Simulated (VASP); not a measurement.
Set up this calculation in VASP 6.6.1, as the native input.

| Property | Result |
| --- | --- |
| Task | single point |
| Functional | PBE |
| Potentials or basis | VASP PAW PBE potentials, release 64 (B, Ru_pv) |
| Cutoff | 520 eV |
| k mesh | 6 × 6 × 6 |
| Occupations | gaussian, width 0.1 eV |
| Spin | no spin polarisation |
| Dipole correction | no |
| Further INCAR settings | ALGO = Normal; EDIFF = 1e-07; NBANDS = 24 |

The structure of B5Ru lies in POSCAR:

```
B5Ru
1.0
    0.0000000000      2.9241517300      2.9241517300
    2.9241517300      0.0000000000      2.9241517300
    2.9241517300      2.9241517300      0.0000000000
B Ru
5 1
Direct
    0.3685915000      0.3685915000      0.3685915000
    0.3685915000      0.3685915000      0.8942254900
    0.3685915000      0.8942254900      0.3685915000
    0.8942254900      0.3685915000      0.3685915000
    0.0000000000      0.0000000000      0.0000000000
    0.7500000000      0.7500000000      0.7500000000
```

The input as run:

INCAR

```
ALGO = Normal
EDIFF = 1E-7
ENCUT = 520
GGA = PE
ISIF = 2
ISMEAR = 0
LASPH = True
LCHARG = False
LREAL = False
LWAVE = False
NBANDS = 24
NELM = 60
PREC = Accurate
SIGMA = 0.1
```

KPOINTS

```
k-points
0
Gamma
  6 6 6
```

Potentials or basis: VASP PAW PBE potentials, release 64 (B, Ru_pv).

Run with:

```bash
$ cat potpaw_PBE.64/B/POTCAR potpaw_PBE.64/Ru_pv/POTCAR > POTCAR
$ mpirun -np 1 vasp_std > vasp.out
```

Results of the run:

The pressure is -27.6 GPa and the largest force is 0.173 eV/Å.

Wall time 33 s on 1 thread of Intel(R) Xeon(R) Platinum 8488C (Sapphire Rapids), on a shared host, peak memory 0.17 GiB.
